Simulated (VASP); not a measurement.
Wanted: the native input for a VASP 6.6.1 run.

| Quantity | Value |
| --- | --- |
| Task | single point |
| Functional | PBEsol |
| Potentials or basis | VASP PAW PBE potentials, release 64 (Ba_sv, Re_sv_GW) |
| Cutoff | 500 eV |
| k mesh | 8 × 8 × 8 |
| Occupations | gaussian, width 0.05 eV |
| Spin | no spin polarisation |
| Dipole correction | no |
| Second run | valence_matched |
| Further INCAR settings | ALGO = Normal; EDIFF = 1e-06; NBANDS = 20 |

The structure of BaRe lies in POSCAR:

```
BaRe
1.0
    3.5910067227      0.0000000000      0.0000000000
    0.0000000000      3.5910067227      0.0000000000
    0.0000000000      0.0000000000      3.5910067227
Ba Re
1 1
Direct
    0.0000000000      0.0000000000      0.0000000000
    0.5000000000      0.5000000000      0.5000000000
```

This cell differs from its parent crystal: volume scaled by 0.980.

These files were run (other wordings do the same):

INCAR

```
ALGO = Normal
EDIFF = 1E-6
ENCUT = 500
GGA = PS
GGA_COMPAT = F
ISIF = 2
ISMEAR = 0
LASPH = T
LCHARG = F
LREAL = F
LWAVE = F
NBANDS = 20
NELM = 120
PREC = Accurate
SIGMA = 0.05
```

KPOINTS

```
k-points
0
Gamma
  8 8 8
```

Potentials or basis: VASP PAW PBE potentials, release 64 (Ba_sv, Re_sv_GW).

The run is started by

```sh
$ cat potpaw_PBE.64/Ba_sv/POTCAR potpaw_PBE.64/Re_sv_GW/POTCAR > POTCAR
$ mpirun -np 1 vasp_std > vasp.out
```

It gave:

The pressure is 3.5 GPa.

Caveat: the PAW data sets were made with another functional, which shifts forces and pressure a little.

It took 22 s on 1 thread of Intel(R) Xeon(R) 6975P-C (Granite Rapids) (shared host), peak memory 0.18 GiB.
